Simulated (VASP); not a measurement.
# Ga (Pm-3m) in VASP: a series of runs

Runs on Ga. Level: PBE. Tasks: relaxation of cell and atoms, single point.

All numbers are computed with VASP 6.6.1; they aren't measurements. Logs are shortened: lines on timing, memory, paths and dates and some standing lists are left out, and cuts for length are marked.

## 1. The cell of the first run

Symmetry: Pm-3m, No. 221, cubic system. Conventional cell: a = 2.718 Å, b = 2.718 Å, c = 2.718 Å, α = 90.00°, β = 90.00°, γ = 90.00°. Within 3.6 Å of Ga (site symmetry m-3m) lie 6 Ga at 2.72 Å.

## 2. Relaxation of cell and atoms, PBE

The input, INCAR:

```
PREC = Accurate
ENCUT = 600
EDIFF = 1E-7
ISMEAR = 0
SIGMA = 0.1
LREAL = False
LASPH = True
NELM = 100
ALGO = Fast
ISIF = 3
LWAVE = False
LCHARG = False
GGA = PE
IBRION = 2
NSW = 100
EDIFFG = -0.01
```

The input, KPOINTS:

```
Automatic mesh
0
Gamma
  16 16 16
```

The input, POSCAR:

```
Ga
1.0
    2.7179413345      0.0000000000      0.0000000000
    0.0000000000      2.7179413345      0.0000000000
    0.0000000000      0.0000000000      2.7179413345
Ga
1
Direct
    0.0000000000      0.0000000000      0.0000000000
```

Potentials or basis: VASP PAW PBE potentials, release 64 (Ga_d).

The run is started by

```console
cat potpaw_PBE.64/Ga_d/POTCAR > POTCAR
mpirun -np 1 vasp_std > vasp.out
```

OUTCAR:

```text
PREC = Accurate
   ENCUT = 600
   EDIFF = 1E-7
   ISMEAR = 0
   LREAL = False
   LASPH = True
   NELM = 100
   ISIF = 3
   GGA = PE
   IBRION = 2
   NSW = 100
   EDIFFG = -0.01

 ion  position               nearest neighbor table
   1  0.000  0.000  0.000-

  LATTYP: Found a simple cubic cell.
 ALAT       =     2.7179413345

  Lattice vectors:

 A1 = (   2.7179413345,   0.0000000000,   0.0000000000)
 A2 = (   0.0000000000,   2.7179413345,   0.0000000000)
 A3 = (   0.0000000000,   0.0000000000,   2.7179413345)

Analysis of symmetry for initial positions (statically):
=====================================================================
 Subroutine PRICEL returns:
 Original cell was already a primitive cell.

 Routine SETGRP: Setting up the symmetry group for a
 simple cubic supercell.

 Subroutine GETGRP returns: Found 48 space group operations
 (whereof 48 operations were pure point group operations)
 out of a pool of 48 trial point group operations.

The static configuration has the point symmetry O_h .

Analysis of symmetry for dynamics (positions and initial velocities):
=====================================================================
 Subroutine PRICEL returns:
 Original cell was already a primitive cell.

 Routine SETGRP: Setting up the symmetry group for a
 simple cubic supercell.

 Subroutine GETGRP returns: Found 48 space group operations
 (whereof 48 operations were pure point group operations)
 out of a pool of 48 trial point group operations.

The dynamic configuration has the point symmetry O_h .

 Subroutine INISYM returns: Found 48 space group operations
 (whereof 48 operations are pure point group operations),
 and found     1 'primitive' translations

----------------------------------------------------------------------------------------

                                     Primitive cell

  volume of cell :      20.0780

  direct lattice vectors                    reciprocal lattice vectors
     2.717941334  0.000000000  0.000000000     0.367925528  0.000000000  0.000000000
     0.000000000  2.717941334  0.000000000     0.000000000  0.367925528  0.000000000
     0.000000000  0.000000000  2.717941334     0.000000000  0.000000000  0.367925528

  length of vectors
     2.717941334  2.717941334  2.717941334     0.367925528  0.367925528  0.367925528

  position of ions in fractional coordinates (direct lattice)
     0.000000000  0.000000000  0.000000000

  ion indices of the primitive-cell ions
   primitive index   ion index
                 1           1

----------------------------------------------------------------------------------------

 KPOINTS: Automatic mesh

Automatic generation of k-mesh.
 Grid dimensions read from file:
 generate k-points for:   16   16   16

 Generating k-lattice:

  Cartesian coordinates                     Fractional coordinates (reciprocal lattice)
     0.022995345  0.000000000  0.000000000     0.062500000  0.000000000  0.000000000
     0.000000000  0.022995345  0.000000000     0.000000000  0.062500000  0.000000000
     0.000000000  0.000000000  0.022995345     0.000000000  0.000000000  0.062500000

  Length of vectors
     0.022995345  0.022995345  0.022995345

  Shift w.r.t. Gamma in fractional coordinates (k-lattice)
     0.000000000  0.000000000  0.000000000

 Subroutine IBZKPT returns following result:
 ===========================================

 Found    165 irreducible k-points:

 Following reciprocal coordinates:
            Coordinates               Weight
  0.000000  0.000000  0.000000      1.000000
  0.062500  0.000000  0.000000      6.000000
  0.125000  0.000000  0.000000      6.000000
  0.187500  0.000000  0.000000      6.000000
  0.250000  0.000000  0.000000      6.000000
  0.312500  0.000000  0.000000      6.000000
[... 16 lines left out ...]
  0.437500  0.125000  0.000000     24.000000
  0.500000  0.125000  0.000000     12.000000
 [... further k-points ...]
   k-points           NKPTS =    165   k-points in BZ     NKDIM =    165   number of bands    NBANDS=     10
   number of dos      NEDOS =    301   number of ions     NIONS =      1
   total plane-waves  NPLWV =  13824
   dimension x,y,z NGX =    24 NGY =   24 NGZ =   24
   dimension x,y,z NGXF=    48 NGYF=   48 NGZF=   48
   ions per type =               1
   NGX,Y,Z   is equivalent  to a cutoff of  14.68, 14.68, 14.68 a.u.
   NGXF,Y,Z  is equivalent  to a cutoff of  29.36, 29.36, 29.36 a.u.
 SYSTEM =  unknown system
   PREC   = accura    normal or accurate (medium, high low for compatibility)
   ISTART =      0    job   : 0-new  1-cont  2-samecut
   ICHARG =      2    charge: 1-file 2-atom 10-const
   ISPIN  =      1    spin polarized calculation?
   LNONCOLLINEAR =      F non collinear calculations
   LSORBIT =      F    spin-orbit coupling
   LASPH  =      T    aspherical Exc in radial PAW
   ENCUT  =  600.0 eV  44.10 Ry    6.64 a.u.   5.43  5.43  5.43*2*pi/ulx,y,z
   NELM   =    100;   NELMIN=  2; NELMDL= -5     # of ELM steps
   EDIFF  = 0.1E-06   stopping-criterion for ELM
   LREAL  =      F    real-space projection
   EDIFFG = -.1E-01   stopping-criterion for IOM
   NSW    =    100    number of steps for IOM
   IBRION =      2    ionic relax: 0-MD 1-quasi-New 2-CG
   NFREE  =      1    steps in history (QN), initial steepest desc. (CG)
   ISIF   =      3    stress and relaxation
   ISYM   =      2    0-nonsym 1-usesym 2-fastsym
   POTIM  = 0.5000    time-step for ionic-motion
   TEBEG  =    0.0;   TEEND  =   0.0 temperature during run
   PSTRESS=    0.0 pullay stress
   NELECT =      13.0000    total number of electrons
   NUPDOWN=      -1.0000    fix difference up-down
   EMIN   =  10.00;   EMAX   =-10.00  energy-range for DOS
   EFERMI =   0.00;   METHOD = LEGACY
   ISMEAR =     0;   SIGMA  =   0.10  broadening in eV -4-tet -1-fermi 0-gaus
   EFERMI_NEDOS =   21; number of points for ismear=-14 and -15
   IALGO  =     68    algorithm
   IMIX   =      4    mixing-type and parameters
     AMIX     =   0.40;   BMIX     =  1.00
     AMIX_MAG =   1.60;   BMIX_MAG =  1.00
  volume/ion in A,a.u.               =      20.08       135.49
  Fermi-wavevector in a.u.,A,eV,Ry     =   1.416280  2.676382 27.291243  2.005850
  Thomas-Fermi vector in A             =   2.537631
   LORBIT       =      0    0 simple, 1 ext, 2 COOP (PROOUT), +10 PAW based schemes
   GGA     = PE    functional components
   LHFCALC =     F    Hartree Fock is set to
   AEXX    =    0.0000 exact exchange contribution
   IVDW    =     0    specifies the selected vdW correction
   LEPSILON=     F    determine dielectric tensor
   LRPA    =     F    only Hartree local field effects (RPA)
 conjugate gradient relaxation of ions
 non-spin polarized calculation
 RMM-DIIS sequential band-by-band and
 Gauss-broadening in eV      SIGMA  =   0.10
  energy-cutoff  :      600.00
  volume of cell :       20.08
 maximum number of plane-waves:       691
 NGX is ok and might be reduce to    24
   NGX = 11   NGY = 11   NGZ = 11

 number of electron      13.0000005 magnetization

 Free energy of the ion-electron system (eV)
  ---------------------------------------------------
  ext. energy  EPLUGINS =         0.00000000
  ---------------------------------------------------
  free energy    TOTEN  =        -2.82525105 eV

  energy without entropy =       -2.82344394  energy(sigma->0) =       -2.82434749

 E-fermi :   4.7498     XC(G=0): -10.6299

 val. band max:        4.6780405131   @ k =   0.3750   0.2500   0.1875
 cond. band min:       4.7640485505   @ k =   0.3125   0.1250   0.0000
 fundamental gap:      0.0860080374
 Fermi energy:         4.7497904013

 k-point     1 :       0.0000    0.0000    0.0000
  band No.  band energies     occupation
      1     -10.3692      2.00000
      2     -10.3692      2.00000
      3      -9.8577      2.00000
      4      -9.8577      2.00000
      5      -9.8577      2.00000
      6      -5.8054      2.00000
      7      13.6874      0.00000
      8      13.6874      0.00000
      9      13.6874      0.00000
     10      16.6188      0.00000

 k-point     2 :       0.0625    0.0000    0.0000
  band No.  band energies     occupation
      1     -10.3677      2.00000
      2     -10.3559      2.00000
      3      -9.8631      2.00000
      4      -9.8631      2.00000
      5      -9.8573      2.00000
      6      -5.7263      2.00000
      7      12.4133      0.00000
      8      13.7698      0.00000
      9      13.7698      0.00000
     10      16.6857      0.00000

 k-point     3 :       0.1250    0.0000    0.0000
  band No.  band energies     occupation
      1     -10.3634      2.00000
      2     -10.3186      2.00000
      3      -9.8785      2.00000
      4      -9.8785      2.00000
      5      -9.8559      2.00000
      6      -5.4883      2.00000
      7      10.3476      0.00000
      8      14.0142      0.00000
      9      14.0142      0.00000
     10      16.8890      0.00000

 k-point     4 :       0.1875    0.0000    0.0000
  band No.  band energies     occupation
      1     -10.3570      2.00000
      2     -10.2642      2.00000
      3      -9.9014      2.00000
      4      -9.9014      2.00000
      5      -9.8540      2.00000
      6      -5.0895      2.00000
      7       8.2701      0.00000
      8      14.4122      0.00000
      9      14.4122      0.00000
     10      17.2271      0.00000

 k-point     5 :       0.2500    0.0000    0.0000
  band No.  band energies     occupation
      1     -10.3495      2.00000
      2     -10.2019      2.00000
      3      -9.9283      2.00000
      4      -9.9283      2.00000
      5      -9.8517      2.00000
      6      -4.5289      2.00000
      7       6.2954      0.00000
      8      14.9469      0.00000
      9      14.9469      0.00000
     10      17.6984      0.00000

 k-point     6 :       0.3125    0.0000    0.0000
  band No.  band energies     occupation
      1     -10.3420      2.00000
      2     -10.1417      2.00000
      3      -9.9550      2.00000
      4      -9.9550      2.00000
      5      -9.8494      2.00000
      6      -3.8105      2.00000
      7       4.4608      1.99996
      8      15.5866      0.00000
      9      15.5867      0.00000
     10      18.3034      0.00000
[... 183 lines left out ...]
 k-point    21 :       0.3125    0.1250    0.0000
  band No.  band energies     occupation
      1     -10.3067      2.00000
      2     -10.1112      2.00000
      3      -9.9881      2.00000
      4      -9.9524      2.00000
      5      -9.8693      2.00000
      6      -3.4987      2.00000
      7       4.7640      0.84020
      8      12.2842      0.00000
      9      15.9165      0.00000
     10      19.1440      0.00000

 k-point    22 :       0.3750    0.1250    0.0000
  band No.  band energies     occupation
      1     -10.2999      2.00000
      2     -10.0595      2.00000
      3     -10.0131      2.00000
      4      -9.9747      2.00000
      5      -9.8671      2.00000
      6      -2.6438      2.00000
      7       3.1078      2.00000
      8      13.0174      0.00000
      9      16.6005      0.00000
     10      18.8534      0.00000

 k-point    23 :       0.4375    0.1250    0.0000
  band No.  band energies     occupation
      1     -10.2955      2.00000
      2     -10.0298      2.00000
      3     -10.0255      2.00000
      4      -9.9895      2.00000
      5      -9.8657      2.00000
      6      -1.7232      2.00000
      7       1.7037      2.00000
      8      13.7198      0.00000
      9      17.1907      0.00000
     10      17.8727      0.00000

 k-point    24 :       0.5000    0.1250    0.0000
  band No.  band energies     occupation
      1     -10.2939      2.00000
      2     -10.0356      2.00000
      3     -10.0137      2.00000
      4      -9.9947      2.00000
      5      -9.8652      2.00000
      6      -1.1623      2.00000
      7       0.9812      2.00000
      8      14.0619      0.00000
      9      17.4124      0.00000
     10      17.4430      0.00000

 [... further k-points ...]
[... 5 lines left out ...]
  --------------------------------------------------------------------------------------
  -------------------------------------------------------------------------------------
  Total       -0.0047648     -0.0047648     -0.0047648      0.0000000      0.0000000      0.0000000
  in kB       -0.3802167     -0.3802167     -0.3802167      0.0000000      0.0000000      0.0000000
  external PRESSURE =      -0.3802167 kB  Pullay stress =       0.0000000 kB

 VOLUME and BASIS-vectors are now :
 -----------------------------------------------------------------------------
  energy-cutoff  :      600.00
  volume of cell :       20.08
      direct lattice vectors                 reciprocal lattice vectors
     2.717941334  0.000000000  0.000000000     0.367925528  0.000000000  0.000000000
     0.000000000  2.717941334  0.000000000     0.000000000  0.367925528  0.000000000
     0.000000000  0.000000000  2.717941334     0.000000000  0.000000000  0.367925528

 POSITION                                       TOTAL-FORCE (eV/Angst)
 -----------------------------------------------------------------------------------
      0.00000      0.00000      0.00000         0.000000      0.000000      0.000000
 -----------------------------------------------------------------------------------
    total drift:                                0.000000     -0.000000      0.000000

  FREE ENERGIE OF THE ION-ELECTRON SYSTEM (eV)
  ---------------------------------------------------
  free  energy   TOTEN  =        -2.8252510511 eV

  energy  without entropy=       -2.8234439361  energy(sigma->0) =       -2.82434749

 reached required accuracy - stopping structural energy minimisation
```

Run time: 12 s. Hardware: 1 thread of Intel Xeon 6975P-C (Granite Rapids), shared host; peak memory 0.16 GiB.

What came out:

| Item | Value |
| --- | --- |
| Free energy | -2.8253 eV |
| Pressure after relaxing | 0.0 GPa |

Final structure:
```
Ga
1.0
     2.71794    0.00000    0.00000
     0.00000    2.71794    0.00000
     0.00000    0.00000    2.71794
Ga
1
Direct
  0.00000 0.00000 0.00000
```

Caveat: the relaxation stopped at its first step, so nothing moved.

## 3. Single point, PBE

The input, INCAR:

```
PREC = Accurate ; ENCUT = 520
EDIFF = 1E-6 ; ISMEAR = 0
SIGMA = 0.1 ; LREAL = F
LASPH = T ; NELM = 100
ALGO = Normal ; ISIF = 2
LWAVE = F ; LCHARG = F
GGA = PE ; NBANDS = 12
```

The input, KPOINTS:

```
regular mesh
0
Gamma
  6 6 6
```

POSCAR is that of step 2.

Potentials or basis: VASP PAW PBE potentials, release 64 (Ga_d).

The run is started by

```console
cat potpaw_PBE.64/Ga_d/POTCAR > POTCAR
mpirun -np 1 vasp_std > vasp.out
```

Run time: 3.4 s. Hardware: 1 thread of Intel Xeon Platinum 8259CL at 2.50GHz (Skylake/Cascade Lake), shared host; peak memory 0.12 GiB.

The run converged. Its results:

* Free energy: -2.7557 eV
* Pressure: 0.5 GPa

Levels at points of the mesh, in eV from the Fermi level:
| k point | band 3 | band 4 | band 5 | band 6 | band 7 | band 8 | band 9 | band 10 |
| --- | --- | --- | --- | --- | --- | --- | --- | --- |
| (0.00, 0.00, 0.00) | -14.67 | -14.67 | -14.67 | -10.62 | 8.87 | 8.87 | 8.87 | 11.80 |
| (0.50, 0.00, 0.00) | -14.81 | -14.81 | -14.66 | -6.27 | -4.16 | 12.29 | 12.29 | 15.50 |
| (0.50, 0.50, 0.00) | -14.79 | -14.79 | -14.54 | -1.73 | -0.73 | -0.73 | 4.15 | 15.78 |
| (0.50, 0.50, 0.50) | -15.01 | -14.53 | -14.53 | 2.55 | 2.55 | 2.55 | 3.67 | 8.12 |

Caveat: the k points lie up to 0.39 Å⁻¹ apart.

(Part 1 of 2 ends here.)
